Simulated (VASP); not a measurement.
Wanted: the native input for a VASP 6.6.1 run.

- Task: single point
- Functional: PBEsol
- Potentials or basis: VASP PAW PBE potentials, release 64 (Cd_sv_GW, F)
- Cutoff: 700 eV
- k mesh: 6 × 6 × 6
- Occupations: gaussian, width 0.01 eV
- Spin: no spin polarisation
- Dipole correction: no
- Further INCAR settings: ALGO = Normal; EDIFF = 1e-06; NBANDS = 24

The structure of CdF2 lies in POSCAR:

```
CdF2
1.0
    0.0000000000      2.6418766014      2.6418766014
    2.6418766014      0.0000000000      2.6418766014
    2.6418766014      2.6418766014      0.0000000000
Cd F
1 2
Direct
    0.0000000000      0.0000000000      0.0000000000
    0.2500000000      0.2500000000      0.2500000000
    0.7500000000      0.7500000000      0.7500000000
```

One way to write it, as run:

INCAR

```
PREC = Accurate
ENCUT = 700
EDIFF = 1E-6
ISMEAR = 0
SIGMA = 0.01
LREAL = F
LASPH = T
NELM = 120
ALGO = Normal
ISIF = 2
LWAVE = F
LCHARG = F
GGA = PS
NBANDS = 24
GGA_COMPAT = F
```

KPOINTS

```
regular mesh
0
Gamma
  6 6 6
```

Potentials or basis: VASP PAW PBE potentials, release 64 (Cd_sv_GW, F).

Run with:

```bash
$ cat potpaw_PBE.64/Cd_sv_GW/POTCAR potpaw_PBE.64/F/POTCAR > POTCAR
$ mpirun -np 1 vasp_std > vasp.out
```

It gave:

The pressure is 6.6 GPa and the band gap on the k mesh is 3.15 eV (least direct gap 3.54 eV).

Caveat: the cell stands under pressure; the PAW data sets were made with another functional, which shifts forces and pressure a little.

Run time: 30 s on 1 thread of AMD EPYC 7R13 Processor (Zen 3), with other jobs on the host, peak memory 0.16 GiB.
